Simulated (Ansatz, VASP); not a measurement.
Two plane-wave programs on BiTe

Contents of INCAR:

```
SYSTEM = BiTe
ALGO     = Normal         ! electronic algorithm
EDIFF    = 1E-6           ! SCF threshold, eV
ENCUT    = 520            ! plane-wave cutoff, eV
GGA      = PS             ! functional
ISIF     = 2              ! what is computed and relaxed
ISMEAR   = 0              ! smearing method
LASPH    = .TRUE.         ! aspherical terms in the spheres
LCHARG   = .FALSE.        ! write CHGCAR
LREAL    = .FALSE.        ! projectors in reciprocal space
LWAVE    = .FALSE.        ! write WAVECAR
NBANDS   = 18             ! bands
NELM     = 60             ! most SCF steps
PREC     = Accurate       ! precision mode
SIGMA    = 0.15           ! smearing width, eV
```

KPOINTS

```
k-points
0
G
  16 16 16
  0 0 0
```

The input POSCAR:

```
BiTe
1.0
    0.0599466344      3.1971538327      3.1971538327
    3.1971538327      0.0599466344      3.1971538327
    3.2571004671      3.2571004671      0.0000000000
Bi Te
1 1
Direct
    0.0000000000      0.0000000000      0.0000000000
    0.5000000000      0.5000000000      0.5000000000
```

Input for Ansatz:

```yaml
crystal:
  lattice:
    - [0.0599466344, 3.1971538327, 3.1971538327]
    - [3.1971538327, 0.0599466344, 3.1971538327]
    - [3.2571004671, 3.2571004671, 0.0]
  atoms:
    - { symbol: Bi, position: [0.0, 0.0, 0.0] }
    - { symbol: Te, position: [0.5, 0.5, 0.5] }
basis:
  ecutwfc: 420
kpoints:
  mp_grid: { grid: [16, 16, 16] }
hamiltonian:
  xc: pbesol
scf:
  occupations: { method: gaussian, width: 0.15 }
output:
  forces: true
  stress: true
  eigenvalues: true
```

Change from the starting cell: strain +0.0375 x Voigt [0, 0, 0, 0, 0, 1], atoms carried along.

Alike in both runs: task single point; functional PBEsol; k mesh 16 × 16 × 16; occupations gaussian, width 0.15 eV; no spin polarisation.

```csv
,VASP,Ansatz
version,VASP 6.6.1,Ansatz 0.2.0
potentials or method,"VASP PAW PBE potentials, release 64 (Bi_d, Te), cutoff 520 eV","scalar-relativistic, plane waves, PAW"
valence electrons in the cell,21,31
```

```tsv
	VASP	Ansatz	Ansatz less VASP
gap on the k mesh at the Fermi level (eV)	none	none	-
pressure (GPa)	0.0	0.0	+0.01
traceless stress, the component that is largest in VASP (GPa)	0.06	0.06	+0.001
```

VASP's potentials were made for PBE, not for PBEsol. A gap of «none» marks a metal or a gap that the smearing closes. The functional is the same, so the differences come from potentials, cutoffs and numerics. VASP's potentials hold 21 valence electrons a cell and Ansatz's 31, so a difference there can come from the potentials and not from the codes.

Spin-orbit coupling is off throughout.
